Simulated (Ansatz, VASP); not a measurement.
Two plane-wave programs on TaN

INCAR

```
ALGO     = Normal         # electronic algorithm
EDIFF    = 1E-6           # SCF threshold, eV
ENCUT    = 520            # plane-wave cutoff, eV
GGA      = PS             # functional
ISIF     = 2              # what is computed and relaxed
ISMEAR   = 0              # smearing method
LASPH    = True           # aspherical terms in the spheres
LCHARG   = False          # write CHGCAR
LREAL    = False          # projectors in reciprocal space
LWAVE    = False          # write WAVECAR
NBANDS   = 24             # bands
NELM     = 60             # most SCF steps
PREC     = Accurate       # precision mode
SIGMA    = 0.15           # smearing width, eV
```

KPOINTS

```
k-points
0
Gamma
  18 18 12
```

The input POSCAR:

```
TaN
1.0
    3.0007989207      0.0000000000      0.0000000000
   -1.5003994604      2.5987680970      0.0000000000
    0.0000000000      0.0000000000      5.1033240775
Ta N
2 2
Direct
    0.3333333333      0.6666666667      0.0000000000
    0.6666666667      0.3333333333      0.5000000000
    0.3333333333      0.6666666667      0.3850000000
    0.6666666667      0.3333333333      0.8850000000
```

Input for Ansatz:

```yaml
crystal:
  lattice:
    - [3.0007989207, 0.0, 0.0]
    - [-1.5003994604, 2.598768097, 0.0]
    - [0.0, 0.0, 5.1033240775]
  atoms:
    - { symbol: Ta, position: [0.3333333333, 0.6666666667, 0.0] }
    - { symbol: Ta, position: [0.6666666667, 0.3333333333, 0.5] }
    - { symbol: "N", position: [0.3333333333, 0.6666666667, 0.385] }
    - { symbol: "N", position: [0.6666666667, 0.3333333333, 0.885] }
basis:
  ecutwfc: 420
kpoints:
  mp_grid: { grid: [18, 18, 12] }
hamiltonian:
  xc: pbesol
scf:
  occupations: { method: gaussian, width: 0.15 }
output:
  forces: true
  stress: true
  eigenvalues: true
```

Alike in both runs: task single point; functional PBEsol; k mesh 18 × 18 × 12; occupations gaussian, width 0.15 eV; no spin polarisation.

|  | VASP | Ansatz |
| --- | --- | --- |
| version | VASP 6.6.1 | Ansatz 0.2.0 |
| potentials or method | VASP PAW PBE potentials, release 64 (Ta_pv, N), cutoff 520 eV | scalar-relativistic, plane waves, PAW |
| valence electrons in the cell | 32 | 36 |

Ansatz gave:

* gap on the k mesh at the Fermi level (eV): none
* rms of the force components (eV/Å): 2.670

Q: Estimate VASP's values.

A: gap on the k mesh at the Fermi level (eV): none; rms of the force components (eV/Å): 2.731.

VASP's potentials were made for PBE, not for PBEsol. Atom by atom the forces differ by 0.061 eV/Å (rms over components). A gap of «none» marks a metal or a gap that the smearing closes. With one functional, cell and mesh, what is left measures potentials, basis and numerics. VASP's potentials hold 32 valence electrons a cell and Ansatz's 36, so a difference there can come from the potentials and not from the codes.

Spin-orbit coupling is off throughout.
